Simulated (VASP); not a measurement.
# Zr2SiC2 (P1) in VASP: relaxation of cell and atoms with PBE

Aim: the relaxation of cell and atoms of Zr2SiC2 with PBE.

Everything below comes from runs of VASP 6.6.1. Logs are shortened: lines on timing, memory, paths and dates and some standing lists are left out, and cuts for length are marked.

## (1) The cell of the first run

The typed cell holds 5 atoms: a = 3.786 Å, b = 3.948 Å, c = 6.286 Å, α = 107.83°, β = 91.25°, γ = 116.24°.

## (2) Relaxation of cell and atoms, PBE

INCAR reads:

```
PREC = Accurate
ENCUT = 600
EDIFF = 1E-6
ISMEAR = 0
SIGMA = 0.1
LREAL = F
LASPH = T
NELM = 60
ALGO = Normal
ISIF = 3
LWAVE = F
LCHARG = F
GGA = PE
IBRION = 2
NSW = 90
EDIFFG = -0.04
```

KPOINTS reads:

```
Automatic mesh
0
Gamma
  6 6 4
```

POSCAR reads:

```
Zr2SiC2
1.0
    3.7856094552      0.0000000000      0.0000000000
   -1.7456769985      3.5414371318      0.0000000000
   -0.1370567446     -2.2140237173      5.8819412601
Zr Si C
2 1 2
Direct
    0.2175170438      0.4438376600      0.1977524143
    0.7600703306      0.5596263752      0.8021786980
    0.0721698450      0.9897310877      0.4999594557
    0.0815686139      0.2104748210      0.8190288934
    0.8686741668      0.7963300561      0.1810805386
```

Potentials or basis: VASP PAW PBE potentials, release 64 (Zr_sv, Si, C).

Started as:

```console
cat potpaw_PBE.64/Zr_sv/POTCAR potpaw_PBE.64/Si/POTCAR potpaw_PBE.64/C/POTCAR > POTCAR
mpirun -np 1 vasp_std > vasp.out
```

OUTCAR:

```text
PREC = Accurate
   ENCUT = 600
   EDIFF = 1E-6
   ISMEAR = 0
   LREAL = F
   LASPH = T
   NELM = 60
   ISIF = 3
   GGA = PE
   IBRION = 2
   NSW = 90
   EDIFFG = -0.04

 ion  position               nearest neighbor table
   1  0.218  0.444  0.198-   4 2.23   5 2.26   5 2.27   5 2.32   3 2.67   3 2.90   3 3.13   2 3.24
                             2 3.26   2 3.27
   2  0.760  0.560  0.802-   4 2.23   5 2.23   4 2.27   4 2.34   3 2.73   3 2.86   3 3.15   1 3.24
                             1 3.26   1 3.27
   3  0.072  0.990  0.500-   5 1.92   4 1.92   1 2.67   2 2.73   2 2.86   1 2.90   1 3.13   2 3.15

   4  0.082  0.210  0.819-   3 1.92   2 2.23   1 2.23   2 2.27   2 2.34
   5  0.869  0.796  0.181-   3 1.92   2 2.23   1 2.26   1 2.27   1 2.32

  LATTYP: Found a triclinic cell.
 ALAT       =     4.0869427922
 B/A-ratio  =     0.9262692550
 C/A-ratio  =     1.5381492297
 COS(alpha) =     0.0218023537
 COS(beta)  =     0.3160694284
 COS(gamma) =     0.4991340864

  Lattice vectors:

 A1 = (   2.0399324567,   3.5414371318,   0.0000000000)
 A2 = (   3.7856094552,   0.0000000000,   0.0000000000)
 A3 = (   0.1370567446,   2.2140237173,  -5.8819412601)

Analysis of symmetry for initial positions (statically):
=====================================================================
 Subroutine PRICEL returns:
 Original cell was already a primitive cell.

 Routine SETGRP: Setting up the symmetry group for a
 triclinic supercell.

 Subroutine GETGRP returns: Found  1 space group operations
 (whereof  1 operations were pure point group operations)
 out of a pool of  2 trial point group operations.

The static configuration has the point symmetry C_1 .

Analysis of symmetry for dynamics (positions and initial velocities):
=====================================================================
 Subroutine PRICEL returns:
 Original cell was already a primitive cell.

 Routine SETGRP: Setting up the symmetry group for a
 triclinic supercell.

 Subroutine GETGRP returns: Found  1 space group operations
 (whereof  1 operations were pure point group operations)
 out of a pool of  2 trial point group operations.

The dynamic configuration has the point symmetry C_1 .

 Subroutine INISYM returns: Found  1 space group operations
 (whereof  1 operations are pure point group operations),
 and found     1 'primitive' translations

----------------------------------------------------------------------------------------

                                     Primitive cell

  volume of cell :      78.8562

  direct lattice vectors                    reciprocal lattice vectors
     3.785609455  0.000000000  0.000000000     0.264158258  0.130211261  0.055168095
    -1.745676999  3.541437132  0.000000000     0.000000000  0.282371242  0.106287465
    -0.137056745 -2.214023717  5.881941260     0.000000000  0.000000000  0.170011898

  length of vectors
     3.785609455  3.948311682  6.286327907     0.299629899  0.301712683  0.170011898

  position of ions in fractional coordinates (direct lattice)
     0.217517044  0.443837660  0.197752414
     0.760070331  0.559626375  0.802178698
     0.072169845  0.989731088  0.499959456
     0.081568614  0.210474821  0.819028893
     0.868674167  0.796330056  0.181080539

  ion indices of the primitive-cell ions
   primitive index   ion index
                 1           1
                 2           2
                 3           3
                 4           4
                 5           5

----------------------------------------------------------------------------------------

 KPOINTS: Automatic mesh

Automatic generation of k-mesh.
 Grid dimensions read from file:
 generate k-points for:    6    6    4

 Generating k-lattice:

  Cartesian coordinates                     Fractional coordinates (reciprocal lattice)
     0.044026376  0.021701877  0.009194682     0.166666667  0.000000000 -0.000000000
     0.000000000  0.047061874  0.017714578     0.000000000  0.166666667  0.000000000
     0.000000000  0.000000000  0.042502975     0.000000000  0.000000000  0.250000000

  Length of vectors
     0.049938317  0.050285447  0.042502975

  Shift w.r.t. Gamma in fractional coordinates (k-lattice)
     0.000000000  0.000000000  0.000000000

 Subroutine IBZKPT returns following result:
 ===========================================

 Found     76 irreducible k-points:

 Following reciprocal coordinates:
            Coordinates               Weight
  0.000000  0.000000  0.000000      1.000000
  0.166667 -0.000000 -0.000000      2.000000
  0.333333 -0.000000 -0.000000      2.000000
  0.500000 -0.000000  0.000000      1.000000
  0.000000  0.166667 -0.000000      2.000000
  0.166667  0.166667 -0.000000      2.000000
[... 16 lines left out ...]
  0.333333 -0.000000  0.250000      2.000000
  0.500000 -0.000000  0.250000      2.000000
 [... further k-points ...]
   k-points           NKPTS =     76   k-points in BZ     NKDIM =     76   number of bands    NBANDS=     22
   number of dos      NEDOS =    301   number of ions     NIONS =      5
   total plane-waves  NPLWV =  48000
   dimension x,y,z NGX =    30 NGY =   32 NGZ =   50
   dimension x,y,z NGXF=    60 NGYF=   64 NGZF=  100
   ions per type =               2   1   2
   NGX,Y,Z   is equivalent  to a cutoff of  13.17, 13.47, 13.22 a.u.
   NGXF,Y,Z  is equivalent  to a cutoff of  26.35, 26.95, 26.45 a.u.
 SYSTEM =  unknown system
   PREC   = accura    normal or accurate (medium, high low for compatibility)
   ISTART =      0    job   : 0-new  1-cont  2-samecut
   ICHARG =      2    charge: 1-file 2-atom 10-const
   ISPIN  =      1    spin polarized calculation?
   LNONCOLLINEAR =      F non collinear calculations
   LSORBIT =      F    spin-orbit coupling
   LASPH  =      T    aspherical Exc in radial PAW
   ENCUT  =  600.0 eV  44.10 Ry    6.64 a.u.   7.56  7.89 12.56*2*pi/ulx,y,z
   NELM   =     60;   NELMIN=  2; NELMDL= -5     # of ELM steps
   EDIFF  = 0.1E-05   stopping-criterion for ELM
   LREAL  =      F    real-space projection
   EDIFFG = -.4E-01   stopping-criterion for IOM
   NSW    =     90    number of steps for IOM
   IBRION =      2    ionic relax: 0-MD 1-quasi-New 2-CG
   NFREE  =      1    steps in history (QN), initial steepest desc. (CG)
   ISIF   =      3    stress and relaxation
   ISYM   =      2    0-nonsym 1-usesym 2-fastsym
   POTIM  = 0.5000    time-step for ionic-motion
   TEBEG  =    0.0;   TEEND  =   0.0 temperature during run
   PSTRESS=    0.0 pullay stress
   NELECT =      36.0000    total number of electrons
   NUPDOWN=      -1.0000    fix difference up-down
   EMIN   =  10.00;   EMAX   =-10.00  energy-range for DOS
   EFERMI =   0.00;   METHOD = LEGACY
   ISMEAR =     0;   SIGMA  =   0.10  broadening in eV -4-tet -1-fermi 0-gaus
   EFERMI_NEDOS =   21; number of points for ismear=-14 and -15
   IALGO  =     38    algorithm
   IMIX   =      4    mixing-type and parameters
     AMIX     =   0.40;   BMIX     =  1.00
     AMIX_MAG =   1.60;   BMIX_MAG =  1.00
  volume/ion in A,a.u.               =      15.77       106.43
  Fermi-wavevector in a.u.,A,eV,Ry     =   1.260560  2.382114 21.619827  1.589012
  Thomas-Fermi vector in A             =   2.394064
   LORBIT       =      0    0 simple, 1 ext, 2 COOP (PROOUT), +10 PAW based schemes
   GGA     = PE    functional components
   LHFCALC =     F    Hartree Fock is set to
   AEXX    =    0.0000 exact exchange contribution
   IVDW    =     0    specifies the selected vdW correction
   LEPSILON=     F    determine dielectric tensor
   LRPA    =     F    only Hartree local field effects (RPA)
 conjugate gradient relaxation of ions
 non-spin polarized calculation
 Gauss-broadening in eV      SIGMA  =   0.10
  energy-cutoff  :      600.00
  volume of cell :       78.86
 maximum number of plane-waves:      2652
   NGX = 15   NGY = 15   NGZ = 25

--------------------------------------- Ionic step        1  -------------------------------------------

 number of electron      35.9999999 magnetization

 Free energy of the ion-electron system (eV)
  ---------------------------------------------------
  ext. energy  EPLUGINS =         0.00000000
  ---------------------------------------------------
  free energy    TOTEN  =       -42.37509255 eV

  energy without entropy =      -42.37015609  energy(sigma->0) =      -42.37262432

------------------------ aborting loop because EDIFF is reached ----------------------------------------

  FORCE on cell =-STRESS in cart. coord.  units (eV):
  Direction    XX          YY          ZZ          XY          YZ          ZX
  --------------------------------------------------------------------------------------
  -------------------------------------------------------------------------------------
  Total        0.9401206     -0.1449391     -2.0329773     -0.4531134      0.5465877     -0.1660383
  in kB       19.1010881     -2.9448286    -41.3054246     -9.2062227     11.1054057     -3.3735164
  external PRESSURE =      -8.3830550 kB  Pullay stress =       0.0000000 kB
[... 98 lines left out ...]
  FREE ENERGIE OF THE ION-ELECTRON SYSTEM (eV)
  ---------------------------------------------------
  free  energy   TOTEN  =       -42.4051549166 eV

  energy  without entropy=      -42.3999871132  energy(sigma->0) =      -42.40257101

[... ionic steps 4 to 10 ...]

--------------------------------------- Ionic step       11  -------------------------------------------

 number of electron      36.0000001 magnetization

------------------------ aborting loop because EDIFF is reached ----------------------------------------
[... 73 lines left out ...]
--------------------------------------- Ionic step       13  -------------------------------------------

 number of electron      36.0000001 magnetization

 Free energy of the ion-electron system (eV)
  ---------------------------------------------------
  ext. energy  EPLUGINS =         0.00000000
  ---------------------------------------------------
  free energy    TOTEN  =       -42.42378669 eV

  energy without entropy =      -42.41998413  energy(sigma->0) =      -42.42188541

 E-fermi :   8.0884     XC(G=0): -10.8130

 val. band max:        8.0062630785   @ k =  -0.3333   0.1667  -0.0000
 cond. band min:       8.1077000895   @ k =   0.3333   0.3333   0.2500
 fundamental gap:      0.1014370109
 Fermi energy:         8.0884326259

 k-point     1 :       0.0000    0.0000    0.0000
  band No.  band energies     occupation
      1     -40.7893      2.00000
      2     -40.7078      2.00000
      3     -19.0466      2.00000
      4     -18.9081      2.00000
      5     -18.8998      2.00000
      6     -18.7770      2.00000
[... 589 lines left out ...]
     21      10.1989      0.00000
     22      10.2886      0.00000

 [... further k-points ...]

------------------------ aborting loop because EDIFF is reached ----------------------------------------

  FORCE on cell =-STRESS in cart. coord.  units (eV):
  Direction    XX          YY          ZZ          XY          YZ          ZX
  --------------------------------------------------------------------------------------
  -------------------------------------------------------------------------------------
  Total       -0.0004952      0.0667041     -0.1176094     -0.0253803     -0.0905088      0.0078111
  in kB       -0.0100597      1.3551681     -2.3893664     -0.5156286     -1.8387866      0.1586915
  external PRESSURE =      -0.3480860 kB  Pullay stress =       0.0000000 kB
[... 20 lines left out ...]
  FREE ENERGIE OF THE ION-ELECTRON SYSTEM (eV)
  ---------------------------------------------------
  free  energy   TOTEN  =       -42.4237866946 eV

  energy  without entropy=      -42.4199841254  energy(sigma->0) =      -42.42188541

 reached required accuracy - stopping structural energy minimisation
```

Wall time 19 min (1 thread of Intel Xeon Platinum 8259CL at 2.50GHz (Skylake/Cascade Lake), shared host); peak memory 0.33 GiB.

Results:

| Item | Value |
| --- | --- |
| Free energy | -42.4238 eV |
| Energy gained by relaxing | 9.7 meV/atom |
| Ionic steps | 13 |
| Pressure after relaxing | 0.0 GPa |
| Largest force after relaxing | 0.034 eV/Å |
| Band gap on the k mesh | zero (bands 18 and 19 overlap by 0.64 eV) |

Forces in eV/Å, atoms in the order of the input:
```
Zr  -0.008  0.020  0.027
Zr   0.011 -0.012 -0.022
Si  -0.005 -0.017 -0.018
C    0.008 -0.013  0.026
C   -0.006  0.022 -0.014
```

Step by step:
| step | energy change (eV) | largest force (eV/Å) | pressure (GPa) | volume (Å³) |
| --- | --- | --- | --- | --- |
| 1 | 0.0000 | 0.3677 | -0.84 | 78.86 |
| 2 | -0.0265 | 0.2991 | 1.87 | 77.90 |
| 3 | -0.0301 | 0.2271 | 1.13 | 78.14 |
| 4 | -0.0379 | 0.1710 | -0.79 | 79.11 |
| 5 | -0.0380 | 0.1737 | -0.58 | 78.99 |
| 6 | -0.0431 | 0.1026 | -0.15 | 78.77 |
| 7 | -0.0443 | 0.1142 | 0.18 | 78.61 |
| 8 | -0.0463 | 0.0873 | 0.03 | 78.72 |
| 9 | -0.0464 | 0.1228 | -0.02 | 78.76 |
| 10 | -0.0478 | 0.0675 | -0.01 | 78.82 |
| 11 | -0.0478 | 0.0714 | -0.01 | 78.83 |
| 12 | -0.0486 | 0.0411 | -0.03 | 78.85 |
| 13 | -0.0487 | 0.0344 | -0.03 | 78.86 |

Final structure:
```
CELL_PARAMETERS angstrom
3.90508 -0.04392 -0.00710
-1.84182 3.49887 0.00872
-0.12722 -2.16438 5.80307
ATOMIC_POSITIONS crystal
Zr 0.22408 0.45077 0.19950
Zr 0.75812 0.55296 0.80064
Si 0.06289 0.98671 0.50065
C 0.08441 0.22040 0.81718
C 0.87050 0.78916 0.18203
```

The gap in the log of VASP goes by the Fermi energy; the results here count the filled bands.